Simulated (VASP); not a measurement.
Here is a VASP 6.6.1 calculation.

File INCAR:

```
SYSTEM = ZnCu
ALGO = Fast
EDIFF = 1E-7
ENCUT = 520
GGA = PS
ISIF = 2
ISMEAR = 0
LASPH = .TRUE.
LCHARG = .FALSE.
LREAL = .FALSE.
LWAVE = .FALSE.
NBANDS = 18
NELM = 80
PREC = Accurate
SIGMA = 0.15
```

File KPOINTS:

```
k-points
0
G
  16 16 16
  0 0 0
```

POSCAR

```
ZnCu
1.0
    2.9450000000      0.0000000000      0.0000000000
    0.0000000000      2.9450000000      0.0000000000
    0.0000000000      0.0000000000      2.9450000000
Zn Cu
1 1
Direct
    0.5000000000      0.5000000000      0.5000000000
   -0.0073516588     -0.0073516588     -0.0073516588
```

Potentials or basis: VASP PAW PBE potentials, release 64 (Zn, Cu).

Command:

```bash
$ cat potpaw_PBE.64/Zn/POTCAR potpaw_PBE.64/Cu/POTCAR > POTCAR
$ mpirun -np 1 vasp_std > vasp.out
```

Q: What does it give for the band gap on the k mesh?

A: Zero (an odd number of electrons rules out a gap without spin polarisation).

Q: Estimate the largest force.

A: 0.170 eV/Å.

Q: What does it give for the pressure?

A: -3.9 GPa.

Stress tensor (GPa, compression positive):
```
-3.94  0.05  0.05
 0.05 -3.94  0.05
 0.05  0.05 -3.94
```

Caveat: the cell differs from its parent crystal (all Cu atoms moved +0.037 Å, as atom 2 towards its neighbour atom 1 (Zn) at 2.550 Å); the cell stands under tension; the PAW data sets were made with another functional, which shifts forces and pressure a little.
